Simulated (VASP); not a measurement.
# Ba (Fd-3m) in VASP: further runs

Runs on Ba. Level: PBE. Tasks: relaxation of cell and atoms.

Program: VASP 6.6.1. These are calculated values, not measurements. Logs are shortened: lines on timing, memory, paths and dates and some standing lists are left out, and cuts for length are marked.

### 1 The cell of the first run

It takes space group Fd-3m (No. 227, cubic). The conventional cell has a = 8.680 Å, b = 8.680 Å, c = 8.680 Å, α = 90.00°, β = 90.00°, γ = 90.00°. Ba (site symmetry -43m) has 4 Ba at 3.76 Å within 4.9 Å.

This isn't the form of Ba at room conditions, which is bcc.

### 2 Relaxation of cell and atoms, PBE

INCAR reads:

```
SYSTEM = Ba
PREC = Accurate
ENCUT = 600
EDIFF = 1E-6
ISMEAR = 1
SIGMA = 0.05
LREAL = .FALSE.
LASPH = .TRUE.
NELM = 60
ALGO = Normal
ISIF = 3
LWAVE = .FALSE.
LCHARG = .FALSE.
GGA = PE
IBRION = 2
NSW = 60
EDIFFG = -0.01
```

KPOINTS reads:

```
regular mesh
0
G
  9 9 9
  0 0 0
```

POSCAR reads:

```
Ba
1.0
    0.0000000000      4.3400000000      4.3400000000
    4.3400000000      0.0000000000      4.3400000000
    4.3400000000      4.3400000000      0.0000000000
Ba
2
Direct
    0.0000000000      0.0000000000      0.0000000000
    0.2500000000      0.2500000000      0.2500000000
```

Potentials or basis: VASP PAW PBE potentials, release 64 (Ba_sv).

On the command line:

```
cat potpaw_PBE.64/Ba_sv/POTCAR > POTCAR
mpirun -np 1 vasp_std > vasp.out
```

OUTCAR:

```text
SYSTEM = Ba
   PREC = Accurate
   ENCUT = 600
   EDIFF = 1E-6
   ISMEAR = 1
   LREAL = .FALSE.
   LASPH = .TRUE.
   NELM = 60
   ISIF = 3
   GGA = PE
   IBRION = 2
   NSW = 60
   EDIFFG = -0.01

 ion  position               nearest neighbor table
   1  0.000  0.000  0.000-   2 3.76   2 3.76   2 3.76   2 3.76
   2  0.250  0.250  0.250-   1 3.76   1 3.76   1 3.76   1 3.76

  LATTYP: Found a face centered cubic cell.
 ALAT       =     8.6800000000

  Lattice vectors:

 A1 = (   0.0000000000,   4.3400000000,   4.3400000000)
 A2 = (   4.3400000000,   0.0000000000,   4.3400000000)
 A3 = (   4.3400000000,   4.3400000000,   0.0000000000)

Analysis of symmetry for initial positions (statically):
=====================================================================
 Subroutine PRICEL returns:
 Original cell was already a primitive cell.

 Routine SETGRP: Setting up the symmetry group for a
 face centered cubic supercell.

 Subroutine GETGRP returns: Found 48 space group operations
 (whereof 24 operations were pure point group operations)
 out of a pool of 48 trial point group operations.

The static configuration has the point symmetry T_d .
 The point group associated with its full space group is O_h .

Analysis of symmetry for dynamics (positions and initial velocities):
=====================================================================
 Subroutine PRICEL returns:
 Original cell was already a primitive cell.

 Routine SETGRP: Setting up the symmetry group for a
 face centered cubic supercell.

 Subroutine GETGRP returns: Found 48 space group operations
 (whereof 24 operations were pure point group operations)
 out of a pool of 48 trial point group operations.

The dynamic configuration has the point symmetry T_d .
 The point group associated with its full space group is O_h .

 Subroutine INISYM returns: Found 48 space group operations
 (whereof 24 operations are pure point group operations),
 and found     1 'primitive' translations

----------------------------------------------------------------------------------------

                                     Primitive cell

  volume of cell :     163.4930

  direct lattice vectors                    reciprocal lattice vectors
     0.000000000  4.340000000  4.340000000    -0.115207373  0.115207373  0.115207373
     4.340000000  0.000000000  4.340000000     0.115207373 -0.115207373  0.115207373
     4.340000000  4.340000000  0.000000000     0.115207373  0.115207373 -0.115207373

  length of vectors
[... 106 lines left out ...]
   LORBIT       =      0    0 simple, 1 ext, 2 COOP (PROOUT), +10 PAW based schemes
   GGA     = PE    functional components
   LHFCALC =     F    Hartree Fock is set to
   AEXX    =    0.0000 exact exchange contribution
   IVDW    =     0    specifies the selected vdW correction
   LEPSILON=     F    determine dielectric tensor
   LRPA    =     F    only Hartree local field effects (RPA)
 conjugate gradient relaxation of ions
 non-spin polarized calculation
 Methfessel and Paxton  Order N= 1 SIGMA  =   0.05
  energy-cutoff  :      600.00
  volume of cell :      163.49
 maximum number of plane-waves:      5577
 NGX is ok and might be reduce to    50
   NGX = 25   NGY = 25   NGZ = 25

--------------------------------------- Ionic step        1  -------------------------------------------

 number of electron      19.9999999 magnetization

 Free energy of the ion-electron system (eV)
  ---------------------------------------------------
  ext. energy  EPLUGINS =         0.00000000
  ---------------------------------------------------
  free energy    TOTEN  =        -1.73126419 eV

  energy without entropy =       -1.73172545  energy(sigma->0) =       -1.73141795

------------------------ aborting loop because EDIFF is reached ----------------------------------------

  FORCE on cell =-STRESS in cart. coord.  units (eV):
  Direction    XX          YY          ZZ          XY          YZ          ZX
  --------------------------------------------------------------------------------------
  -------------------------------------------------------------------------------------
  Total       -0.2766199     -0.2766199     -0.2766199      0.0000000      0.0000000     -0.0000000
  in kB       -2.7107837     -2.7107837     -2.7107837      0.0000000      0.0000000     -0.0000000
  external PRESSURE =      -2.7107837 kB  Pullay stress =       0.0000000 kB
[... 239 lines left out ...]
--------------------------------------- Ionic step        8  -------------------------------------------

 number of electron      19.9999999 magnetization

 Free energy of the ion-electron system (eV)
  ---------------------------------------------------
  ext. energy  EPLUGINS =         0.00000000
  ---------------------------------------------------
  free energy    TOTEN  =        -1.84617345 eV

  energy without entropy =       -1.84623176  energy(sigma->0) =       -1.84619289

 E-fermi :   1.5894     XC(G=0):  -7.4791

 val. band max:        1.5892787426   @ k =   0.4444   0.0000   0.0000
 cond. band min:       1.6303756936   @ k =   0.3333   0.0000   0.0000
 fundamental gap:      0.0410969510
 Fermi energy:         1.5893937743

 k-point     1 :       0.0000    0.0000    0.0000
  band No.  band energies     occupation
      1     -27.8786      2.00000
      2     -27.2790      2.00000
      3     -13.3944      2.00000
      4     -13.3944      2.00000
      5     -13.3944      2.00000
      6     -12.3285      2.00000
      7     -12.3285      2.00000
      8     -12.3285      2.00000
      9      -0.5708      2.00000
     10       1.7329     -0.00038
     11       1.7329     -0.00038
     12       2.7579      0.00000
     13       2.7579      0.00000
     14       2.7579      0.00000
[... 377 lines left out ...]
      1     -27.6393      2.00000
      2     -27.5354      2.00000
      3     -13.6542      2.00000
      4     -13.6542      2.00000
      5     -12.9618      2.00000
      6     -12.7823      2.00000
      7     -12.0031      2.00000
      8     -12.0031      2.00000
      9       0.7976      2.00000
     10       1.0180      2.00000
     11       2.5231     -0.00000
     12       2.5795     -0.00000
     13       2.5795     -0.00000
     14       3.4513      0.00000

 [... further k-points ...]

------------------------ aborting loop because EDIFF is reached ----------------------------------------

  FORCE on cell =-STRESS in cart. coord.  units (eV):
  Direction    XX          YY          ZZ          XY          YZ          ZX
  --------------------------------------------------------------------------------------
  -------------------------------------------------------------------------------------
  Total       -0.0091769     -0.0091769     -0.0091769      0.0000000      0.0000000      0.0000000
  in kB       -0.1239909     -0.1239909     -0.1239909      0.0000000      0.0000000      0.0000000
  external PRESSURE =      -0.1239909 kB  Pullay stress =       0.0000000 kB
[... 17 lines left out ...]
  FREE ENERGIE OF THE ION-ELECTRON SYSTEM (eV)
  ---------------------------------------------------
  free  energy   TOTEN  =        -1.8461734545 eV

  energy  without entropy=       -1.8462317552  energy(sigma->0) =       -1.84619289

 reached required accuracy - stopping structural energy minimisation
```

CONTCAR:

```text
Ba
   1.00000000000000
    -0.0000000000000000    3.8993850410061626    3.8993850410061626
     3.8993850410061626    0.0000000000000000    3.8993850410061626
     3.8993850410061626    3.8993850410061626    0.0000000000000000
  Ba
     2
Direct
     0.0000000000000000    0.0000000000000000    0.0000000000000000
     0.2500000000000000    0.2500000000000000    0.2500000000000000

  0.00000000E+00  0.00000000E+00  0.00000000E+00
  0.00000000E+00  0.00000000E+00  0.00000000E+00
```

Run time: 5.5 min. Hardware: 1 thread of AMD EPYC 9R45 (Zen 5), shared host; peak memory 0.39 GiB.

What came out:

```yaml
Free_energy: -1.8462 eV
Relaxed_volume: 59.29 Å³/atom
Relaxed_cell: a = 5.515 Å, b = 5.515 Å, c = 5.515 Å, α = 60.00°, β = 60.00°, γ = 60.00°
Space_group_after_relaxing_to_0.1_Å: Fd-3m (No. 227)
Energy_gained_by_relaxing: 57.5 meV/atom
Ionic_steps: 8
Pressure_after_relaxing: 0.0 GPa
Band_gap_on_the_k_mesh: zero (bands 10 and 11 overlap by 0.17 eV)
```

The path:
```
step  energy change (eV)  largest force (eV/Å)  pressure (GPa)  volume (Å³)
   1              0.0000                0.0000           -0.27       163.49
   2             -0.0054                0.0000           -0.26       160.24
   3             -0.0240                0.0000           -0.44       150.75
   4             -0.0856                0.0000           -0.55       132.90
   5             -0.0281                0.0000            2.05       101.55
   6             -0.1093                0.0000           -0.30       124.21
   7             -0.1145                0.0000            0.09       116.99
   8             -0.1149                0.0000           -0.01       118.58
```

Final structure:
```cif
data_structure
_symmetry_space_group_name_H-M 'P 1'
_symmetry_Int_Tables_number 1
_cell_length_a 5.5146
_cell_length_b 5.5146
_cell_length_c 5.5146
_cell_angle_alpha 60.000
_cell_angle_beta 60.000
_cell_angle_gamma 60.000
_cell_volume 118.58
loop_
_atom_site_label
_atom_site_type_symbol
_atom_site_fract_x
_atom_site_fract_y
_atom_site_fract_z
_atom_site_occupancy
Ba1 Ba 0.00000 0.00000 0.00000 1
Ba2 Ba 0.25000 0.25000 0.25000 1
```

Levels at points of the mesh, in eV from the Fermi level:
| k point | band 6 | band 7 | band 8 | band 9 | band 10 | band 11 | band 12 | band 13 | band 14 |
| --- | --- | --- | --- | --- | --- | --- | --- | --- | --- |
| (0.00, 0.00, 0.00) | -13.92 | -13.92 | -13.92 | -2.16 | 0.14 | 0.14 | 1.17 | 1.17 | 1.17 |

Caveat: the volume moved by over 15 % at a fixed basis, so the end points are rough; spin-orbit coupling is left out, which moves the levels of the heavy elements.

### 3 Relaxation of cell and atoms, PBE, target pressure 10 GPa, at which the enthalpy is minimised

INCAR reads:

```
SYSTEM = Ba
PREC = Accurate
ENCUT = 600
EDIFF = 1E-6
ISMEAR = 1
SIGMA = 0.05
LREAL = .False.
LASPH = .True.
NELM = 60
ALGO = Normal
ISIF = 3
LWAVE = .False.
LCHARG = .False.
GGA = PE
IBRION = 2
NSW = 60
EDIFFG = -0.01
PSTRESS = 100.0
```

KPOINTS reads:

```
Automatic mesh
0
Gamma
  9 9 9
  0 0 0
```

POSCAR is that of step 2.

Potentials or basis: VASP PAW PBE potentials, release 64 (Ba_sv).

On the command line:

```
cat potpaw_PBE.64/Ba_sv/POTCAR > POTCAR
mpirun -np 1 vasp_std > vasp.out
```

OUTCAR:

```text
SYSTEM = Ba
   PREC = Accurate
   ENCUT = 600
   EDIFF = 1E-6
   ISMEAR = 1
   LREAL = .False.
   LASPH = .True.
   NELM = 60
   ISIF = 3
   GGA = PE
   IBRION = 2
   NSW = 60
   EDIFFG = -0.01
   PSTRESS = 100.0

 ion  position               nearest neighbor table
   1  0.000  0.000  0.000-   2 3.76   2 3.76   2 3.76   2 3.76
   2  0.250  0.250  0.250-   1 3.76   1 3.76   1 3.76   1 3.76

  LATTYP: Found a face centered cubic cell.
 ALAT       =     8.6800000000

  Lattice vectors:

 A1 = (   0.0000000000,   4.3400000000,   4.3400000000)
 A2 = (   4.3400000000,   0.0000000000,   4.3400000000)
 A3 = (   4.3400000000,   4.3400000000,   0.0000000000)

Analysis of symmetry for initial positions (statically):
=====================================================================
 Subroutine PRICEL returns:
 Original cell was already a primitive cell.

 Routine SETGRP: Setting up the symmetry group for a
 face centered cubic supercell.

 Subroutine GETGRP returns: Found 48 space group operations
 (whereof 24 operations were pure point group operations)
 out of a pool of 48 trial point group operations.

The static configuration has the point symmetry T_d .
 The point group associated with its full space group is O_h .

Analysis of symmetry for dynamics (positions and initial velocities):
=====================================================================
 Subroutine PRICEL returns:
 Original cell was already a primitive cell.

 Routine SETGRP: Setting up the symmetry group for a
 face centered cubic supercell.

 Subroutine GETGRP returns: Found 48 space group operations
 (whereof 24 operations were pure point group operations)
 out of a pool of 48 trial point group operations.

The dynamic configuration has the point symmetry T_d .
 The point group associated with its full space group is O_h .

 Subroutine INISYM returns: Found 48 space group operations
 (whereof 24 operations are pure point group operations),
 and found     1 'primitive' translations

----------------------------------------------------------------------------------------

                                     Primitive cell

  volume of cell :     163.4930
[... 103 lines left out ...]
   EFERMI =   0.00;   METHOD = LEGACY
   ISMEAR =     1;   SIGMA  =   0.05  broadening in eV -4-tet -1-fermi 0-gaus
   EFERMI_NEDOS =   21; number of points for ismear=-14 and -15
   IALGO  =     38    algorithm
   IMIX   =      4    mixing-type and parameters
     AMIX     =   0.40;   BMIX     =  1.00
     AMIX_MAG =   1.60;   BMIX_MAG =  1.00
  volume/ion in A,a.u.               =      81.75       551.65
  Fermi-wavevector in a.u.,A,eV,Ry     =   0.812678  1.535738  8.985904  0.660445
  Thomas-Fermi vector in A             =   1.922264
   LORBIT       =      0    0 simple, 1 ext, 2 COOP (PROOUT), +10 PAW based schemes
   GGA     = PE    functional components
   LHFCALC =     F    Hartree Fock is set to
   AEXX    =    0.0000 exact exchange contribution
   IVDW    =     0    specifies the selected vdW correction
   LEPSILON=     F    determine dielectric tensor
   LRPA    =     F    only Hartree local field effects (RPA)
 conjugate gradient relaxation of ions
 non-spin polarized calculation
 Methfessel and Paxton  Order N= 1 SIGMA  =   0.05
  energy-cutoff  :      600.00
  volume of cell :      163.49
 maximum number of plane-waves:      5577
 NGX is ok and might be reduce to    50
   NGX = 25   NGY = 25   NGZ = 25

--------------------------------------- Ionic step        1  -------------------------------------------

 number of electron      19.9999999 magnetization

 Free energy of the ion-electron system (eV)
  ---------------------------------------------------
  ext. energy  EPLUGINS =         0.00000000
  ---------------------------------------------------
  free energy    TOTEN  =        -1.73126419 eV

  energy without entropy =       -1.73172545  energy(sigma->0) =       -1.73141795

 E-fermi :   0.6252     XC(G=0):  -6.5039

 val. band max:        0.6219937028   @ k =   0.4444   0.0000   0.0000
 cond. band min:       0.6401758435   @ k =  -0.4444   0.3333   0.0000
 fundamental gap:      0.0181821407
 Fermi energy:         0.6251840646

 k-point     1 :       0.0000    0.0000    0.0000
  band No.  band energies     occupation
      1     -28.9674      2.00000
      2     -28.7665      2.00000
      3     -14.3260      2.00000
      4     -14.3260      2.00000
      5     -14.3260      2.00000
      6     -13.8139      2.00000
      7     -13.8139      2.00000
      8     -13.8139      2.00000
      9      -1.5382      2.00000
     10       0.9156     -0.00000
     11       0.9156     -0.00000
     12       1.4067     -0.00000
     13       1.4067     -0.00000
     14       1.4067     -0.00000
[... 618 lines left out ...]
--------------------------------------- Ionic step        7  -------------------------------------------

 number of electron      20.0000000 magnetization

 Free energy of the ion-electron system (eV)
  ---------------------------------------------------
  ext. energy  EPLUGINS =         0.00000000
  ---------------------------------------------------
  free energy    TOTEN  =        -1.12863402 eV

  energy without entropy =       -1.12807218  energy(sigma->0) =       -1.12844674

 E-fermi :   2.8430     XC(G=0):  -8.7671

 val. band max:        2.8341454680   @ k =   0.1111   0.0000   0.0000
 cond. band min:       2.8848113447   @ k =  -0.4444   0.1111   0.0000
 fundamental gap:      0.0506658767
 Fermi energy:         2.8430196790

 k-point     1 :       0.0000    0.0000    0.0000
  band No.  band energies     occupation
      1     -26.6159      2.00000
      2     -24.8363      2.00000
      3     -12.2315      2.00000
      4     -12.2315      2.00000
      5     -12.2315      2.00000
      6     -10.1138      2.00000
      7     -10.1138      2.00000
      8     -10.1138      2.00000
      9       1.0153      2.00000
     10       2.9365     -0.02387
     11       2.9365     -0.02387
     12       4.8478      0.00000
     13       4.8478      0.00000
     14       4.8478      0.00000
[... 424 lines left out ...]
  energy  without entropy=       -1.1280721799  energy(sigma->0) =       -1.12844674

  enthalpy is  TOTEN    =         3.9975408616 eV   P V=        5.1261748833

 reached required accuracy - stopping structural energy minimisation
```

OSZICAR:

```text
N       E                     dE             d eps       ncg     rms          rms(c)
DAV:   1     0.173085035911E+03    0.17309E+03   -0.84103E+03   980   0.127E+03
DAV:   2     0.121956781241E+02   -0.16089E+03   -0.15788E+03  1620   0.219E+02
DAV:   3    -0.137434328179E+01   -0.13570E+02   -0.13401E+02  1310   0.722E+01
[... 67 lines left out ...]
DAV:   3    -0.112834463063E+01    0.43282E-02   -0.19909E-02  1444   0.934E-01    0.957E-02
DAV:   4    -0.112852407868E+01   -0.17945E-03   -0.66756E-04  1358   0.135E-01    0.379E-02
DAV:   5    -0.112862880345E+01   -0.10472E-03   -0.15934E-04  1314   0.988E-02    0.107E-02
DAV:   6    -0.112863352887E+01   -0.47254E-05   -0.97309E-06  1288   0.292E-02    0.446E-03
DAV:   7    -0.112863402171E+01   -0.49285E-06   -0.19560E-06  1166   0.182E-02
   7 F= 0.39975409E+01 E0= 0.39977281E+01  d E =-.187552E-02
```

Run time: 5 min. Hardware: 1 thread of AMD EPYC 9R45 (Zen 5), shared host; peak memory 0.41 GiB.

Results:

```yaml
Free_energy: -1.1286 eV
Relaxed_volume: 41.07 Å³/atom
Relaxed_cell: a = 4.879 Å, b = 4.879 Å, c = 4.879 Å, α = 60.00°, β = 60.00°, γ = 60.00°
Space_group_after_relaxing_to_0.1_Å: Fd-3m (No. 227)
Energy_change_on_relaxing_the_run_minimises_the_enthalpy: +301.3 meV/atom
Ionic_steps: 7
Pressure_after_relaxing: 10.0 GPa
Band_gap_on_the_k_mesh: zero (bands 10 and 11 overlap by 0.36 eV)
```

The path:
```tsv
step	energy change (eV)	largest force (eV/Å)	pressure (GPa)	volume (Å³)
1	0.0000	0.0000	-0.27	163.49
2	2.0805	0.0000	26.47	68.20
3	0.5063	0.0000	8.88	83.77
4	0.5806	0.0000	9.75	82.49
5	0.6609	0.0000	10.68	81.23
6	0.5394	0.0000	9.27	83.18
7	0.6026	0.0000	10.00	82.13
```

Final structure:
```cif
data_structure
_symmetry_space_group_name_H-M 'P 1'
_symmetry_Int_Tables_number 1
_cell_length_a 4.8791
_cell_length_b 4.8791
_cell_length_c 4.8791
_cell_angle_alpha 60.000
_cell_angle_beta 60.000
_cell_angle_gamma 60.000
_cell_volume 82.13
loop_
_atom_site_label
_atom_site_type_symbol
_atom_site_fract_x
_atom_site_fract_y
_atom_site_fract_z
_atom_site_occupancy
Ba1 Ba 0.00000 0.00000 0.00000 1
Ba2 Ba 0.25000 0.25000 0.25000 1
```

Caveat: the cell is relaxed towards a set pressure, so the run minimises the enthalpy, not the energy; the volume moved by over 15 % at a fixed basis, so the end points are rough; spin-orbit coupling is left out, which moves the levels of the heavy elements.

(Continued in part 2 of 2.)

The gap in the log of VASP goes by the Fermi energy; the results here count the filled bands.